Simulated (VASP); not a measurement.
# Te (Im-3m) in VASP: further runs

Te is run at these levels: PBE; tasks: single point, relaxation of cell and atoms.

Everything below comes from runs of VASP 6.6.1. Logs are shortened: lines on timing, memory, paths and dates and some standing lists are left out, and cuts for length are marked.

## Step 1: The cell of the first run

It takes space group Im-3m (No. 229, cubic). Conventional cell: a = 3.696 Å, b = 3.696 Å, c = 3.696 Å, α = 90.00°, β = 90.00°, γ = 90.00°. Te (site symmetry m-3m) has 14 Te at 3.20 to 3.70 Å within 4.2 Å.

## Step 2: Single point, PBE

Contents of INCAR:

```
SYSTEM = Te
PREC = Accurate
ENCUT = 520
EDIFF = 1E-6
ISMEAR = -1
SIGMA = 0.1
LREAL = .FALSE.
LASPH = .TRUE.
NELM = 60
ALGO = Normal
ISIF = 2
LWAVE = .FALSE.
LCHARG = .FALSE.
GGA = PE
NBANDS = 9
```

Contents of KPOINTS:

```
regular mesh
0
G
  15 15 15
  0 0 0
```

Contents of POSCAR:

```
Te
1.0
   -1.8480934304      1.8480934304      1.8480934304
    1.8480934304     -1.8480934304      1.8480934304
    1.8480934304      1.8480934304     -1.8480934304
Te
1
Direct
    0.0000000000      0.0000000000      0.0000000000
```

Potentials or basis: VASP PAW PBE potentials, release 64 (Te).

Launch:

```
cat potpaw_PBE.64/Te/POTCAR > POTCAR
mpirun -np 1 vasp_std > vasp.out
```

OUTCAR:

```text
SYSTEM = Te
   PREC = Accurate
   ENCUT = 520
   EDIFF = 1E-6
   ISMEAR = -1
   LREAL = .FALSE.
   LASPH = .TRUE.
   NELM = 60
   ISIF = 2
   GGA = PE

 ion  position               nearest neighbor table
   1  0.000  0.000  0.000-

  LATTYP: Found a body centered cubic cell.
 ALAT       =     3.6961868608

  Lattice vectors:

 A1 = (  -1.8480934304,   1.8480934304,   1.8480934304)
 A2 = (   1.8480934304,  -1.8480934304,   1.8480934304)
 A3 = (   1.8480934304,   1.8480934304,  -1.8480934304)

Analysis of symmetry for initial positions (statically):
=====================================================================
 Subroutine PRICEL returns:
 Original cell was already a primitive cell.

 Routine SETGRP: Setting up the symmetry group for a
 body centered cubic supercell.

 Subroutine GETGRP returns: Found 48 space group operations
 (whereof 48 operations were pure point group operations)
 out of a pool of 48 trial point group operations.

The static configuration has the point symmetry O_h .

Analysis of symmetry for dynamics (positions and initial velocities):
=====================================================================
 Subroutine PRICEL returns:
 Original cell was already a primitive cell.

 Routine SETGRP: Setting up the symmetry group for a
 body centered cubic supercell.

 Subroutine GETGRP returns: Found 48 space group operations
 (whereof 48 operations were pure point group operations)
 out of a pool of 48 trial point group operations.

The dynamic configuration has the point symmetry O_h .

 Subroutine INISYM returns: Found 48 space group operations
 (whereof 48 operations are pure point group operations),
 and found     1 'primitive' translations

----------------------------------------------------------------------------------------

                                     Primitive cell

  volume of cell :      25.2483

  direct lattice vectors                    reciprocal lattice vectors
    -1.848093430  1.848093430  1.848093430     0.000000000  0.270549092  0.270549092
     1.848093430 -1.848093430  1.848093430     0.270549092  0.000000000  0.270549092
     1.848093430  1.848093430 -1.848093430     0.270549092  0.270549092  0.000000000

  length of vectors
     3.200991719  3.200991719  3.200991719     0.382614196  0.382614196  0.382614196

  position of ions in fractional coordinates (direct lattice)
     0.000000000  0.000000000  0.000000000

[... 71 lines left out ...]
   LSORBIT =      F    spin-orbit coupling
   LASPH  =      T    aspherical Exc in radial PAW
   ENCUT  =  520.0 eV  38.22 Ry    6.18 a.u.   5.95  5.95  5.95*2*pi/ulx,y,z
   NELM   =     60;   NELMIN=  2; NELMDL= -5     # of ELM steps
   EDIFF  = 0.1E-05   stopping-criterion for ELM
   LREAL  =      F    real-space projection
   EDIFFG = 0.1E-04   stopping-criterion for IOM
   NSW    =      0    number of steps for IOM
   IBRION =     -1    ionic relax: 0-MD 1-quasi-New 2-CG
   NFREE  =      0    steps in history (QN), initial steepest desc. (CG)
   ISIF   =      2    stress and relaxation
   ISYM   =      2    0-nonsym 1-usesym 2-fastsym
   POTIM  = 0.5000    time-step for ionic-motion
   TEBEG  =    0.0;   TEEND  =   0.0 temperature during run
   PSTRESS=    0.0 pullay stress
   NELECT =       6.0000    total number of electrons
   NUPDOWN=      -1.0000    fix difference up-down
   EMIN   =  10.00;   EMAX   =-10.00  energy-range for DOS
   EFERMI =   0.00;   METHOD = LEGACY
   ISMEAR =    -1;   SIGMA  =   0.10  broadening in eV -4-tet -1-fermi 0-gaus
   EFERMI_NEDOS =   21; number of points for ismear=-14 and -15
   IALGO  =     38    algorithm
   IMIX   =      4    mixing-type and parameters
     AMIX     =   0.40;   BMIX     =  1.00
     AMIX_MAG =   1.60;   BMIX_MAG =  1.00
  volume/ion in A,a.u.               =      25.25       170.38
  Fermi-wavevector in a.u.,A,eV,Ry     =   1.014023  1.916226 13.990103  1.028244
  Thomas-Fermi vector in A             =   2.147227
   LORBIT       =      0    0 simple, 1 ext, 2 COOP (PROOUT), +10 PAW based schemes
   GGA     = PE    functional components
   LHFCALC =     F    Hartree Fock is set to
   AEXX    =    0.0000 exact exchange contribution
   IVDW    =     0    specifies the selected vdW correction
   LEPSILON=     F    determine dielectric tensor
   LRPA    =     F    only Hartree local field effects (RPA)
 non-spin polarized calculation
  energy-cutoff  :      520.00
  volume of cell :       25.25
 maximum number of plane-waves:       692
   NGX = 11   NGY = 11   NGZ = 11

 number of electron       6.0000001 magnetization

 Free energy of the ion-electron system (eV)
  ---------------------------------------------------
  ext. energy  EPLUGINS =         0.00000000
  ---------------------------------------------------
  free energy    TOTEN  =        -2.76039117 eV

  energy without entropy =       -2.73160353  energy(sigma->0) =       -2.74599735

 E-fermi :   9.6576     XC(G=0): -10.6219

 val. band max:        9.6333626558   @ k =   0.2667   0.2000   0.0667
 cond. band min:       9.6624033839   @ k =  -0.2667   0.2667   0.2000
 fundamental gap:      0.0290407281
 Fermi energy:         9.6576477203

 k-point     1 :       0.0000    0.0000    0.0000
  band No.  band energies     occupation
      1      -5.2854      2.00000
      2      13.2715      0.00000
      3      13.2715      0.00000
      4      13.2715      0.00000
      5      19.7551      0.00000
      6      19.7551      0.00000
      7      19.7551      0.00000
      8      20.9870      0.00000
      9      21.4407      0.00000
[... 265 lines left out ...]
 k-point    24 :       0.4000    0.2000    0.0000
  band No.  band energies     occupation
      1      -1.1551      2.00000
      2       3.4459      2.00000
      3       6.8489      2.00000
      4      10.7814      0.00003
      5      16.7855      0.00000
      6      19.5258      0.00000
      7      21.8098      0.00000
      8      21.9339      0.00000
      9      27.7701      0.00000

 [... further k-points ...]
[... 5 lines left out ...]
  --------------------------------------------------------------------------------------
  -------------------------------------------------------------------------------------
  Total        1.4018524      1.4018524      1.4018524      0.0000000      0.0000000     -0.0000000
  in kB       88.9572033     88.9572033     88.9572033      0.0000000      0.0000000     -0.0000000
  external PRESSURE =      88.9572033 kB  Pullay stress =       0.0000000 kB

 VOLUME and BASIS-vectors are now :
 -----------------------------------------------------------------------------
  energy-cutoff  :      520.00
  volume of cell :       25.25
      direct lattice vectors                 reciprocal lattice vectors
    -1.848093430  1.848093430  1.848093430     0.000000000  0.270549092  0.270549092
     1.848093430 -1.848093430  1.848093430     0.270549092  0.000000000  0.270549092
     1.848093430  1.848093430 -1.848093430     0.270549092  0.270549092  0.000000000

 POSITION                                       TOTAL-FORCE (eV/Angst)
 -----------------------------------------------------------------------------------
      0.00000      0.00000      0.00000        -0.000000      0.000000      0.000000
 -----------------------------------------------------------------------------------
    total drift:                                0.000000      0.000000      0.000000

  FREE ENERGIE OF THE ION-ELECTRON SYSTEM (eV)
  ---------------------------------------------------
  free  energy   TOTEN  =        -2.7603911654 eV

  energy  without entropy=       -2.7316035298  energy(sigma->0) =       -2.74599735
```

OSZICAR:

```text
N       E                     dE             d eps       ncg     rms          rms(c)
DAV:   1     0.994565928125E+01    0.99457E+01   -0.24284E+03  2160   0.519E+02
DAV:   2    -0.249648429468E+01   -0.12442E+02   -0.12137E+02  2972   0.693E+01
DAV:   3    -0.275831197666E+01   -0.26183E+00   -0.26039E+00  2718   0.985E+00
DAV:   4    -0.275946746887E+01   -0.11555E-02   -0.11554E-02  2945   0.779E-01
DAV:   5    -0.275947261477E+01   -0.51459E-05   -0.51461E-05  2747   0.443E-02    0.815E+00
DAV:   6    -0.275987287044E+01   -0.40026E-03   -0.11082E-03  2599   0.194E-01    0.497E+00
DAV:   7    -0.276038480755E+01   -0.51194E-03   -0.25785E-03  2429   0.288E-01    0.131E-01
DAV:   8    -0.276039336646E+01   -0.85589E-05   -0.52828E-05  2469   0.486E-02    0.417E-02
DAV:   9    -0.276039151879E+01    0.18477E-05   -0.36702E-06  2964   0.117E-02    0.205E-02
DAV:  10    -0.276039116541E+01    0.35338E-06   -0.21674E-07  1512   0.322E-03
   1 F= -.27603912E+01 E0= -.27459973E+01  d E =-.287876E-01
```

Run time: 6 s. Hardware: 1 thread of Intel Xeon Platinum 8559C (Emerald Rapids), shared host; peak memory 0.15 GiB.

What came out:

| Property | Result |
| --- | --- |
| Free energy | -2.7604 eV |
| Pressure | 8.9 GPa |
| Band gap on the k mesh | zero (band 3 reaches 13.27 eV, above the bottom of band 4 at 6.27 eV) |

Caveat: spin-orbit coupling is left out, which moves the levels of the heavy elements.

## Step 3: Single point, PBE

Contents of INCAR:

```
PREC = Accurate ; ENCUT = 520
EDIFF = 1E-7 ; ISMEAR = -1
SIGMA = 0.1 ; LREAL = F
LASPH = T ; NELM = 100
ALGO = Normal ; ISIF = 2
LWAVE = F ; LCHARG = F
GGA = PE ; NBANDS = 9
```

Contents of KPOINTS:

```
regular mesh
0
Gamma
  15 15 15
```

POSCAR is that of step 2.

Potentials or basis: VASP PAW PBE potentials, release 64 (Te).

Launch:

```
cat potpaw_PBE.64/Te/POTCAR > POTCAR
mpirun -np 1 vasp_std > vasp.out
```

OUTCAR:

```text
PREC = Accurate
   ENCUT = 520
   EDIFF = 1E-7
   ISMEAR = -1
   LREAL = F
   LASPH = T
   NELM = 100
   ISIF = 2
   GGA = PE

 ion  position               nearest neighbor table
   1  0.000  0.000  0.000-

  LATTYP: Found a body centered cubic cell.
 ALAT       =     3.6961868608

  Lattice vectors:

 A1 = (  -1.8480934304,   1.8480934304,   1.8480934304)
 A2 = (   1.8480934304,  -1.8480934304,   1.8480934304)
 A3 = (   1.8480934304,   1.8480934304,  -1.8480934304)

Analysis of symmetry for initial positions (statically):
=====================================================================
 Subroutine PRICEL returns:
 Original cell was already a primitive cell.

 Routine SETGRP: Setting up the symmetry group for a
 body centered cubic supercell.

 Subroutine GETGRP returns: Found 48 space group operations
 (whereof 48 operations were pure point group operations)
 out of a pool of 48 trial point group operations.

The static configuration has the point symmetry O_h .

Analysis of symmetry for dynamics (positions and initial velocities):
=====================================================================
 Subroutine PRICEL returns:
 Original cell was already a primitive cell.

 Routine SETGRP: Setting up the symmetry group for a
 body centered cubic supercell.

 Subroutine GETGRP returns: Found 48 space group operations
 (whereof 48 operations were pure point group operations)
 out of a pool of 48 trial point group operations.

The dynamic configuration has the point symmetry O_h .

 Subroutine INISYM returns: Found 48 space group operations
 (whereof 48 operations are pure point group operations),
 and found     1 'primitive' translations

----------------------------------------------------------------------------------------

                                     Primitive cell

  volume of cell :      25.2483

[... 107 lines left out ...]
  volume/ion in A,a.u.               =      25.25       170.38
  Fermi-wavevector in a.u.,A,eV,Ry     =   1.014023  1.916226 13.990103  1.028244
  Thomas-Fermi vector in A             =   2.147227
   LORBIT       =      0    0 simple, 1 ext, 2 COOP (PROOUT), +10 PAW based schemes
   GGA     = PE    functional components
   LHFCALC =     F    Hartree Fock is set to
   AEXX    =    0.0000 exact exchange contribution
   IVDW    =     0    specifies the selected vdW correction
   LEPSILON=     F    determine dielectric tensor
   LRPA    =     F    only Hartree local field effects (RPA)
 non-spin polarized calculation
  energy-cutoff  :      520.00
  volume of cell :       25.25
 maximum number of plane-waves:       692
   NGX = 11   NGY = 11   NGZ = 11

 number of electron       6.0000001 magnetization

 Free energy of the ion-electron system (eV)
  ---------------------------------------------------
  ext. energy  EPLUGINS =         0.00000000
  ---------------------------------------------------
  free energy    TOTEN  =        -2.76039079 eV

  energy without entropy =       -2.73160296  energy(sigma->0) =       -2.74599687

 E-fermi :   9.6576     XC(G=0): -10.6219

 val. band max:        9.6332842217   @ k =   0.2667   0.2000   0.0667
 cond. band min:       9.6623061146   @ k =  -0.2667   0.2667   0.2000
 fundamental gap:      0.0290218928
 Fermi energy:         9.6575542753

 k-point     1 :       0.0000    0.0000    0.0000
  band No.  band energies     occupation
      1      -5.2855      2.00000
      2      13.2714      0.00000
      3      13.2714      0.00000
      4      13.2714      0.00000
      5      19.7550      0.00000
      6      19.7550      0.00000
      7      19.7550      0.00000
      8      20.9870      0.00000
      9      21.4407      0.00000
[... 265 lines left out ...]
 k-point    24 :       0.4000    0.2000    0.0000
  band No.  band energies     occupation
      1      -1.1552      2.00000
      2       3.4459      2.00000
      3       6.8488      2.00000
      4      10.7814      0.00003
      5      16.7854      0.00000
      6      19.5257      0.00000
      7      21.8098      0.00000
      8      21.9339      0.00000
      9      27.7621      0.00000

 [... further k-points ...]

------------------------ aborting loop because EDIFF is reached ----------------------------------------

  FORCE on cell =-STRESS in cart. coord.  units (eV):
  Direction    XX          YY          ZZ          XY          YZ          ZX
  --------------------------------------------------------------------------------------
  -------------------------------------------------------------------------------------
  Total        1.4023263      1.4023263      1.4023263     -0.0000000     -0.0000000      0.0000000
  in kB       88.9872749     88.9872749     88.9872749     -0.0000000     -0.0000000      0.0000000
  external PRESSURE =      88.9872749 kB  Pullay stress =       0.0000000 kB

 VOLUME and BASIS-vectors are now :
 -----------------------------------------------------------------------------
  energy-cutoff  :      520.00
  volume of cell :       25.25
      direct lattice vectors                 reciprocal lattice vectors
    -1.848093430  1.848093430  1.848093430     0.000000000  0.270549092  0.270549092
     1.848093430 -1.848093430  1.848093430     0.270549092  0.000000000  0.270549092
     1.848093430  1.848093430 -1.848093430     0.270549092  0.270549092  0.000000000

 POSITION                                       TOTAL-FORCE (eV/Angst)
 -----------------------------------------------------------------------------------
      0.00000      0.00000      0.00000         0.000000     -0.000000      0.000000
 -----------------------------------------------------------------------------------
    total drift:                                0.000000     -0.000000      0.000000

  FREE ENERGIE OF THE ION-ELECTRON SYSTEM (eV)
  ---------------------------------------------------
  free  energy   TOTEN  =        -2.7603907857 eV

  energy  without entropy=       -2.7316029596  energy(sigma->0) =       -2.74599687
```

OSZICAR:

```text
N       E                     dE             d eps       ncg     rms          rms(c)
DAV:   1     0.994565928125E+01    0.99457E+01   -0.24284E+03  2160   0.519E+02
DAV:   2    -0.249648429468E+01   -0.12442E+02   -0.12137E+02  2972   0.693E+01
DAV:   3    -0.275831197666E+01   -0.26183E+00   -0.26039E+00  2718   0.985E+00
DAV:   4    -0.275946746887E+01   -0.11555E-02   -0.11554E-02  2945   0.779E-01
DAV:   5    -0.275947261477E+01   -0.51459E-05   -0.51461E-05  2747   0.443E-02    0.815E+00
DAV:   6    -0.275987287044E+01   -0.40026E-03   -0.11082E-03  2599   0.194E-01    0.497E+00
DAV:   7    -0.276038480755E+01   -0.51194E-03   -0.25785E-03  2429   0.288E-01    0.131E-01
DAV:   8    -0.276039336646E+01   -0.85589E-05   -0.52828E-05  2469   0.486E-02    0.417E-02
DAV:   9    -0.276039151879E+01    0.18477E-05   -0.36702E-06  2964   0.117E-02    0.205E-02
DAV:  10    -0.276039116668E+01    0.35211E-06   -0.22194E-07  2549   0.322E-03    0.468E-03
DAV:  11    -0.276039076029E+01    0.40639E-06   -0.27592E-08  1409   0.107E-03    0.300E-04
DAV:  12    -0.276039078572E+01   -0.25424E-07   -0.14586E-09  1215   0.285E-04
   1 F= -.27603908E+01 E0= -.27459969E+01  d E =-.287878E-01
```

Run time: 7.9 s. Hardware: 1 thread of Intel Xeon Platinum 8559C (Emerald Rapids), shared host; peak memory 0.15 GiB.

What came out:

```yaml
Free_energy: -2.7604 eV
Pressure: 8.9 GPa
Band_gap_on_the_k_mesh: zero (band 3 reaches 13.27 eV, above the bottom of band 4 at 6.27 eV)
```

Caveat: spin-orbit coupling is left out, which moves the levels of the heavy elements.

[end of part 1 of 2]
